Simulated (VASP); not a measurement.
**Ru: single point with PBE**

The system is Ru.

```
Ru
1.0
     2.72074    0.00000    0.00000
    -1.36037    2.35623    0.00000
     0.00000    0.00000    4.29606
Ru
2
Direct
  0.33333 0.66667 0.25000
  0.66667 0.33333 0.75000
```

```json
{"Program": "VASP 6.6.1", "Task": "single point", "Functional": "PBE", "Potentials or basis": "VASP PAW PBE potentials, release 64 (Ru_pv)", "Cutoff": "500 eV", "k mesh": "18 × 18 × 10", "Occupations": "fermi-dirac, width 0.08 eV", "Spin": "no spin polarisation", "Dipole correction": "no", "Further INCAR settings": "ALGO = Normal; EDIFF = 1e-06; NBANDS = 21"}
```

```json
{"Pressure": "-0.1 GPa", "Band gap on the k mesh": "zero (bands 14 and 15 overlap by 3.06 eV)"}
```

Levels at points of the mesh, in eV from the Fermi level:
| k point | band 11 | band 12 | band 13 | band 14 | band 15 | band 16 | band 17 | band 18 |
| --- | --- | --- | --- | --- | --- | --- | --- | --- |
| (0.00, 0.00, 0.00) | -2.35 | -1.87 | -1.87 | -1.38 | -1.38 | 1.15 | 1.15 | 1.30 |
| (0.50, 0.00, 0.00) | -2.03 | -1.78 | -1.48 | 1.38 | 1.79 | 1.87 | 3.98 | 6.01 |
| (0.00, 0.00, 0.50) | -2.71 | -2.71 | -2.66 | -2.66 | 0.53 | 0.53 | 0.53 | 0.53 |
| (0.50, 0.00, 0.50) | -1.05 | -1.05 | 0.43 | 0.43 | 1.63 | 1.63 | 3.33 | 3.33 |

It took 88 s on 1 thread of Intel Xeon 8259CL, on a shared host, peak memory 0.21 GiB.
